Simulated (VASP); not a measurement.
TePb, 2 atoms in the cell. Symmetry: R-3m, No. 166, trigonal system. The conventional cell has a = 4.714 Å, b = 4.714 Å, c = 11.087 Å, α = 90.00°, β = 90.00°, γ = 120.00°. Pb (site symmetry -3m) has 6 Te at 3.29 Å within 4.3 Å. Te (site symmetry -3m) has 6 Pb at 3.29 Å within 4.3 Å.  This cell differs from its parent crystal: epitaxial 111 strain +2.0%.

```yaml
Program: VASP 6.6.1
Task: single point
Functional: PBE
Potentials_or_basis: VASP PAW PBE potentials, release 64 (Pb_d, Te)
Cutoff: 520 eV
k_mesh: 4 × 4 × 4
Occupations: gaussian, width 0.01 eV
Spin: no spin polarisation
Dipole_correction: no
Further_INCAR_settings: ALGO = Normal; EDIFF = 1e-06; NBANDS = 17
```

Potentials or basis: VASP PAW PBE potentials, release 64 (Pb_d, Te).

Run with:

```sh
$ cat potpaw_PBE.64/Pb_d/POTCAR potpaw_PBE.64/Te/POTCAR > POTCAR
$ mpirun -np 1 vasp_std > vasp.out
```

Hardware: 1 thread of AMD EPYC 7R13 Processor (Zen 3), on a shared host.

Question: Estimate the wall time of this run.

Answer: Run time: 14 s on 1 thread of AMD EPYC 7R13 Processor (Zen 3), on a shared host, peak memory 0.17 GiB. Counts: scf iterations 12, k points 13.
